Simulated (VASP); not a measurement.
# HfSi (F-43m) in VASP: notebook

The runs below take HfSi through single point, relaxation of cell and atoms, with r2SCAN.

Everything below comes from runs of VASP 6.6.1. Logs are shortened: lines on timing, memory, paths and dates and some standing lists are left out, and cuts for length are marked.

## 1. The cell of the first run

It takes space group F-43m (No. 216, cubic). Conventional cell: a = 6.047 Å, b = 6.047 Å, c = 6.047 Å, α = 90.00°, β = 90.00°, γ = 90.00°. Hf (site symmetry -43m) has 4 Si at 2.62 Å within 3.5 Å. Si (site symmetry -43m) has 4 Hf at 2.62 Å within 3.5 Å.

## 2. Single point, r2SCAN

POSCAR

```
HfSi
1.0
    0.0000000000      3.0233640135      3.0233640135
    3.0233640135      0.0000000000      3.0233640135
    3.0233640135      3.0233640135      0.0000000000
Hf Si
1 1
Direct
    0.0000000000      0.0000000000      0.0000000000
    0.2500000000      0.2500000000      0.2500000000
```

INCAR.step1

```
  ALGO = Normal
  EDIFF = 1E-4
  ENCUT = 520
  GGA = PE
  ISMEAR = 0
  LASPH = True
  LCHARG = False
  LREAL = False
  LWAVE = True
  NBANDS = 14
  NELM = 80
  PREC = Accurate
  SIGMA = 0.02
```

INCAR.step2

```
  ALGO = Normal
  EDIFF = 1E-6
  ENCUT = 520
  ISIF = 2
  ISMEAR = 0
  ISTART = 1
  LASPH = True
  LCHARG = False
  LMIXTAU = True
  LREAL = False
  LWAVE = False
  METAGGA = R2SCAN
  NBANDS = 14
  NELM = 80
  PREC = Accurate
  SIGMA = 0.02
```

KPOINTS

```
k-points
0
Gamma
  10 10 10
```

Potentials or basis: VASP PAW PBE potentials, release 64 (Hf_pv, Si).

Command:

```console
cat potpaw_PBE.64/Hf_pv/POTCAR potpaw_PBE.64/Si/POTCAR > POTCAR
cp INCAR.step1 INCAR
mpirun -np 1 vasp_std > vasp.out
cp INCAR.step2 INCAR
mpirun -np 1 vasp_std > vasp.out
```

OUTCAR:

```text
EDIFF = 1E-6
   ENCUT = 520
   ISIF = 2
   ISMEAR = 0
   ISTART = 1
   LASPH = True
   LREAL = False
   METAGGA = R2SCAN
   NELM = 80
   PREC = Accurate

 ion  position               nearest neighbor table
   1  0.000  0.000  0.000-   2 2.62   2 2.62   2 2.62   2 2.62
   2  0.250  0.250  0.250-   1 2.62   1 2.62   1 2.62   1 2.62

  LATTYP: Found a face centered cubic cell.
 ALAT       =     6.0467280270

  Lattice vectors:

 A1 = (   0.0000000000,   3.0233640135,   3.0233640135)
 A2 = (   3.0233640135,   0.0000000000,   3.0233640135)
 A3 = (   3.0233640135,   3.0233640135,   0.0000000000)

Analysis of symmetry for initial positions (statically):
=====================================================================
 Subroutine PRICEL returns:
 Original cell was already a primitive cell.

 Routine SETGRP: Setting up the symmetry group for a
 face centered cubic supercell.

 Subroutine GETGRP returns: Found 24 space group operations
 (whereof 24 operations were pure point group operations)
 out of a pool of 48 trial point group operations.

The static configuration has the point symmetry T_d .

Analysis of symmetry for dynamics (positions and initial velocities):
=====================================================================
 Subroutine PRICEL returns:
 Original cell was already a primitive cell.

 Routine SETGRP: Setting up the symmetry group for a
 face centered cubic supercell.

 Subroutine GETGRP returns: Found 24 space group operations
 (whereof 24 operations were pure point group operations)
 out of a pool of 48 trial point group operations.

The dynamic configuration has the point symmetry T_d .

 Subroutine INISYM returns: Found 24 space group operations
 (whereof 24 operations are pure point group operations),
 and found     1 'primitive' translations

----------------------------------------------------------------------------------------

                                     Primitive cell

  volume of cell :      55.2715

  direct lattice vectors                    reciprocal lattice vectors
     0.000000000  3.023364014  3.023364014    -0.165378697  0.165378697  0.165378697
     3.023364014  0.000000000  3.023364014     0.165378697 -0.165378697  0.165378697
     3.023364014  3.023364014  0.000000000     0.165378697  0.165378697 -0.165378697

  length of vectors
     4.275682392  4.275682392  4.275682392     0.286444305  0.286444305  0.286444305

  position of ions in fractional coordinates (direct lattice)
     0.000000000  0.000000000  0.000000000
     0.250000000  0.250000000  0.250000000

  ion indices of the primitive-cell ions
   primitive index   ion index
                 1           1
                 2           2

----------------------------------------------------------------------------------------

 KPOINTS: k-points

Automatic generation of k-mesh.
 Grid dimensions read from file:
 generate k-points for:   10   10   10

 Generating k-lattice:

  Cartesian coordinates                     Fractional coordinates (reciprocal lattice)
    -0.016537870  0.016537870  0.016537870     0.100000000  0.000000000  0.000000000
     0.016537870 -0.016537870  0.016537870     0.000000000  0.100000000  0.000000000
     0.016537870  0.016537870 -0.016537870     0.000000000  0.000000000  0.100000000

  Length of vectors
     0.028644431  0.028644431  0.028644431

  Shift w.r.t. Gamma in fractional coordinates (k-lattice)
     0.000000000  0.000000000  0.000000000

 Subroutine IBZKPT returns following result:
 ===========================================

 Found     47 irreducible k-points:

 Following reciprocal coordinates:
            Coordinates               Weight
  0.000000  0.000000  0.000000      1.000000
  0.100000  0.000000  0.000000      8.000000
  0.200000  0.000000  0.000000      8.000000
  0.300000  0.000000  0.000000      8.000000
  0.400000  0.000000  0.000000      8.000000
  0.500000  0.000000  0.000000      4.000000
[... 16 lines left out ...]
  0.300000  0.300000  0.000000      6.000000
  0.400000  0.300000  0.000000     24.000000
 [... further k-points ...]
   k-points           NKPTS =     47   k-points in BZ     NKDIM =     47   number of bands    NBANDS=     14
   number of dos      NEDOS =    301   number of ions     NIONS =      2
   total plane-waves  NPLWV =  32768
   dimension x,y,z NGX =    32 NGY =   32 NGZ =   32
   dimension x,y,z NGXF=    64 NGYF=   64 NGZF=   64
   ions per type =               1   1
   NGX,Y,Z   is equivalent  to a cutoff of  12.44, 12.44, 12.44 a.u.
   NGXF,Y,Z  is equivalent  to a cutoff of  24.88, 24.88, 24.88 a.u.
 SYSTEM =  unknown system
   PREC   = accura    normal or accurate (medium, high low for compatibility)
   ISTART =      1    job   : 0-new  1-cont  2-samecut
   ICHARG =      0    charge: 1-file 2-atom 10-const
   ISPIN  =      1    spin polarized calculation?
   LNONCOLLINEAR =      F non collinear calculations
   LSORBIT =      F    spin-orbit coupling
   LASPH  =      T    aspherical Exc in radial PAW
   ENCUT  =  520.0 eV  38.22 Ry    6.18 a.u.   7.95  7.95  7.95*2*pi/ulx,y,z
   NELM   =     80;   NELMIN=  2; NELMDL=  0     # of ELM steps
   EDIFF  = 0.1E-05   stopping-criterion for ELM
   LREAL  =      F    real-space projection
   EDIFFG = 0.1E-04   stopping-criterion for IOM
   NSW    =      0    number of steps for IOM
   IBRION =     -1    ionic relax: 0-MD 1-quasi-New 2-CG
   NFREE  =      0    steps in history (QN), initial steepest desc. (CG)
   ISIF   =      2    stress and relaxation
   ISYM   =      2    0-nonsym 1-usesym 2-fastsym
   POTIM  = 0.5000    time-step for ionic-motion
   TEBEG  =    0.0;   TEEND  =   0.0 temperature during run
   PSTRESS=    0.0 pullay stress
   NELECT =      14.0000    total number of electrons
   NUPDOWN=      -1.0000    fix difference up-down
   EMIN   =  10.00;   EMAX   =-10.00  energy-range for DOS
   EFERMI =   0.00;   METHOD = LEGACY
   ISMEAR =     0;   SIGMA  =   0.02  broadening in eV -4-tet -1-fermi 0-gaus
   EFERMI_NEDOS =   21; number of points for ismear=-14 and -15
   IALGO  =     38    algorithm
   IMIX   =      4    mixing-type and parameters
     AMIX     =   0.40;   BMIX     =  1.00
     AMIX_MAG =   1.60;   BMIX_MAG =  1.00
  volume/ion in A,a.u.               =      27.64       186.50
  Fermi-wavevector in a.u.,A,eV,Ry     =   1.035819  1.957413 14.597967  1.072920
  Thomas-Fermi vector in A             =   2.170180
   LORBIT       =      0    0 simple, 1 ext, 2 COOP (PROOUT), +10 PAW based schemes
   METAGGA = R2SCAN    functional components
   LHFCALC =     F    Hartree Fock is set to
   AEXX    =    0.0000 exact exchange contribution
   IVDW    =     0    specifies the selected vdW correction
   LEPSILON=     F    determine dielectric tensor
   LRPA    =     F    only Hartree local field effects (RPA)
 non-spin polarized calculation
 Gauss-broadening in eV      SIGMA  =   0.02
  energy-cutoff  :      520.00
  volume of cell :       55.27
 maximum number of plane-waves:      1524
   NGX = 15   NGY = 15   NGZ = 15

 number of electron      14.0000000 magnetization

 Free energy of the ion-electron system (eV)
  ---------------------------------------------------
  ext. energy  EPLUGINS =         0.00000000
  ---------------------------------------------------
  free energy    TOTEN  =       -52.99275396 eV

  energy without entropy =      -52.99275396  energy(sigma->0) =      -52.99275396

 E-fermi :   2.6595     XC(G=0):  -9.5949

 val. band max:        2.5610099978   @ k =   0.5000   0.5000   0.0000
 cond. band min:       2.8833068258   @ k =   0.5000   0.5000   0.0000
 fundamental gap:      0.3222968280
 Fermi energy:         2.6594858275

 k-point     1 :       0.0000    0.0000    0.0000
  band No.  band energies     occupation
      1     -29.4064      2.00000
      2     -29.4064      2.00000
      3     -29.4064      2.00000
      4      -5.8445      2.00000
      5       1.3145      2.00000
      6       1.3145      2.00000
      7       1.3145      2.00000
      8       4.6141      0.00000
      9       4.6141      0.00000
     10       7.3507      0.00000
     11       9.8695      0.00000
     12       9.8695      0.00000
     13       9.8695      0.00000
     14      11.4901      0.00000

 k-point     2 :       0.1000    0.0000    0.0000
  band No.  band energies     occupation
      1     -29.4100      2.00000
      2     -29.4070      2.00000
      3     -29.4070      2.00000
      4      -5.7314      2.00000
      5       1.1374      2.00000
      6       1.3663      2.00000
      7       1.3663      2.00000
      8       4.5600      0.00000
      9       4.5600      0.00000
     10       7.6755      0.00000
     11       9.1937      0.00000
     12       9.9335      0.00000
     13       9.9335      0.00000
     14      11.1743      0.00000

 k-point     3 :       0.2000    0.0000    0.0000
  band No.  band energies     occupation
      1     -29.4195      2.00000
      2     -29.4085      2.00000
      3     -29.4085      2.00000
      4      -5.4145      2.00000
      5       0.7286      2.00000
      6       1.4916      2.00000
      7       1.4916      2.00000
      8       4.4922      0.00000
      9       4.4922      0.00000
     10       7.5964      0.00000
     11       8.5850      0.00000
     12       9.6404      0.00000
     13       9.6404      0.00000
     14      10.7608      0.00000
[... 324 lines left out ...]
 k-point    23 :       0.3000    0.3000    0.0000
  band No.  band energies     occupation
      1     -29.4309      2.00000
      2     -29.4158      2.00000
      3     -29.4158      2.00000
      4      -4.6508      2.00000
      5       0.0130      2.00000
      6       1.9608      2.00000
      7       1.9608      2.00000
      8       3.2363      0.00000
      9       5.3154      0.00000
     10       6.6021      0.00000
     11       7.2531      0.00000
     12       7.2531      0.00000
     13      10.1758      0.00000
     14      11.2007      0.00000

 k-point    24 :       0.4000    0.3000    0.0000
  band No.  band energies     occupation
      1     -29.4362      2.00000
      2     -29.4186      2.00000
      3     -29.4175      2.00000
      4      -4.3010      2.00000
      5      -0.1709      2.00000
      6       1.9559      2.00000
      7       2.1352      2.00000
      8       3.2514      0.00000
      9       5.3636      0.00000
     10       5.4537      0.00000
     11       6.7754      0.00000
     12       7.1639      0.00000
     13      10.7886      0.00000
     14      11.4914      0.00000

 [... further k-points ...]

------------------------ aborting loop because EDIFF is reached ----------------------------------------

  FORCE on cell =-STRESS in cart. coord.  units (eV):
  Direction    XX          YY          ZZ          XY          YZ          ZX
  --------------------------------------------------------------------------------------
  -------------------------------------------------------------------------------------
  Total       -0.0759410     -0.0759410     -0.0759410      0.0000000     -0.0000000     -0.0000000
  in kB       -2.2013309     -2.2013309     -2.2013309      0.0000000     -0.0000000     -0.0000000
  external PRESSURE =      -2.2013309 kB  Pullay stress =       0.0000000 kB

 VOLUME and BASIS-vectors are now :
 -----------------------------------------------------------------------------
  energy-cutoff  :      520.00
  volume of cell :       55.27
      direct lattice vectors                 reciprocal lattice vectors
     0.000000000  3.023364014  3.023364014    -0.165378697  0.165378697  0.165378697
     3.023364014  0.000000000  3.023364014     0.165378697 -0.165378697  0.165378697
     3.023364014  3.023364014  0.000000000     0.165378697  0.165378697 -0.165378697

 POSITION                                       TOTAL-FORCE (eV/Angst)
 -----------------------------------------------------------------------------------
      0.00000      0.00000      0.00000        -0.000000      0.000000      0.000000
      1.51168      1.51168      1.51168         0.000000     -0.000000     -0.000000
 -----------------------------------------------------------------------------------
    total drift:                               -0.000000     -0.000000     -0.000000

  FREE ENERGIE OF THE ION-ELECTRON SYSTEM (eV)
  ---------------------------------------------------
  free  energy   TOTEN  =       -52.9927539607 eV

  energy  without entropy=      -52.9927539607  energy(sigma->0) =      -52.99275396
```

Run time: 41 s. Hardware: 1 thread of Intel Xeon 6975P-C (Granite Rapids), shared host; peak memory 0.2 GiB.

What came out:

- Free energy: -52.9928 eV
- Pressure: -0.2 GPa
- Band gap on the k mesh: 0.32 eV

Caveat: the PAW data sets were made with another functional, which shifts forces and pressure a little; spin-orbit coupling is left out, which moves the levels of the heavy elements. A k mesh can miss the band edges.

## 3. Relaxation of cell and atoms, r2SCAN

POSCAR is that of step 2.

INCAR.step1

```
ALGO = Normal ; EDIFF = 1E-4
ENCUT = 600 ; GGA = PE
ISMEAR = 0 ; LASPH = T
LCHARG = F ; LREAL = F
LWAVE = T ; NELM = 80
PREC = Accurate ; SIGMA = 0.02
```

INCAR.step2

```
ALGO = Normal ; EDIFF = 1E-6
EDIFFG = -0.01 ; ENCUT = 600
IBRION = 2 ; ISIF = 3
ISMEAR = 0 ; ISTART = 1
LASPH = T ; LCHARG = F
LMIXTAU = T ; LREAL = F
LWAVE = F ; METAGGA = R2SCAN
NELM = 80 ; NSW = 100
PREC = Accurate ; SIGMA = 0.02
```

KPOINTS is that of step 2.

Potentials or basis: VASP PAW PBE potentials, release 64 (Hf_pv, Si).

Command:

```console
cat potpaw_PBE.64/Hf_pv/POTCAR potpaw_PBE.64/Si/POTCAR > POTCAR
cp INCAR.step1 INCAR
mpirun -np 1 vasp_std > vasp.out
cp INCAR.step2 INCAR
mpirun -np 1 vasp_std > vasp.out
```

Wall time 2.1 min (1 thread of Intel Xeon 6975P-C (Granite Rapids), shared host); peak memory 0.24 GiB.

The run converged. Its results:

| Item | Value |
| --- | --- |
| Free energy | -52.9929 eV |
| Relaxed volume | 27.54 Å³/atom |
| Relaxed cell | a = 4.271 Å, b = 4.271 Å, c = 4.271 Å, α = 60.00°, β = 60.00°, γ = 60.00° |
| Space group after relaxing (to 0.1 Å) | F-43m (No. 216) |
| Energy gained by relaxing | 0.1 meV/atom |
| Ionic steps | 3 |
| Pressure after relaxing | 0.0 GPa |
| Band gap on the k mesh | 0.32 eV |

The path:
```
step  energy change (eV)  largest force (eV/Å)  pressure (GPa)  volume (Å³)
   1              0.0000                0.0000           -0.23        55.27
   2             -0.0001                0.0000            0.17        54.96
   3             -0.0001                0.0000            0.01        55.09
```

Final structure:
```cif
data_structure
_symmetry_space_group_name_H-M 'P 1'
_symmetry_Int_Tables_number 1
_cell_length_a 4.2709
_cell_length_b 4.2709
_cell_length_c 4.2709
_cell_angle_alpha 60.000
_cell_angle_beta 60.000
_cell_angle_gamma 60.000
_cell_volume 55.09
loop_
_atom_site_label
_atom_site_type_symbol
_atom_site_fract_x
_atom_site_fract_y
_atom_site_fract_z
_atom_site_occupancy
Hf1 Hf 0.00000 0.00000 0.00000 1
Si1 Si 0.25000 0.25000 0.25000 1
```

Levels at points of the mesh, in eV from the valence-band top:
| k point | band 4 | band 5 | band 6 | band 7 | band 8 | band 9 | band 10 | band 11 |
| --- | --- | --- | --- | --- | --- | --- | --- | --- |
| (0.00, 0.00, 0.00) | -8.42 | -1.25 | -1.25 | -1.25 | 2.05 | 2.05 | 4.81 | 7.32 |
| (0.50, 0.00, 0.00) | -6.93 | -2.75 | -0.87 | -0.87 | 2.20 | 2.53 | 2.53 | 4.91 |
| (0.50, 0.50, 0.00) | -6.33 | -3.14 | 0.00 | 0.00 | 0.32 | 1.90 | 3.23 | 3.31 |

Caveat: the PAW data sets were made with another functional, which shifts forces and pressure a little; spin-orbit coupling is left out, which moves the levels of the heavy elements. A k mesh can miss the band edges.
